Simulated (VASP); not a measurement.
Here is a VASP 6.6.1 calculation.

File INCAR:

```
SYSTEM = BP
PREC = Accurate
ENCUT = 500
EDIFF = 1E-6
ISMEAR = 0
SIGMA = 0.01
LREAL = .False.
LASPH = .True.
NELM = 120
ALGO = Normal
ISIF = 2
LWAVE = .False.
LCHARG = .False.
GGA = PS
NBANDS = 11
GGA_COMPAT = .False.
```

The input KPOINTS:

```
regular mesh
0
Gamma
  12 12 12
  0 0 0
```

POSCAR

```
BP
1.0
    0.0000000000      2.2600463839      2.2600463839
    2.2600463839      0.0000000000      2.2600463839
    2.2600463839      2.2600463839      0.0000000000
B P
1 1
Direct
    0.0000000000      0.0000000000      0.0000000000
    0.2500000000      0.2500000000      0.2500000000
```

Potentials or basis: VASP PAW PBE potentials, release 64 (B, P).

Launch:

```console
$ cat potpaw_PBE.64/B/POTCAR potpaw_PBE.64/P/POTCAR > POTCAR
$ mpirun -np 1 vasp_std > vasp.out
```

**Question.** Predict the band gap on the k mesh.

**Answer.** 1.11 eV, indirect (least direct gap 3.37 eV).

**Question.** Predict the pressure.

**Answer.** 0.1 GPa.

Caveat: the PAW data sets were made with another functional, which shifts forces and pressure a little. A k mesh can miss the band edges.
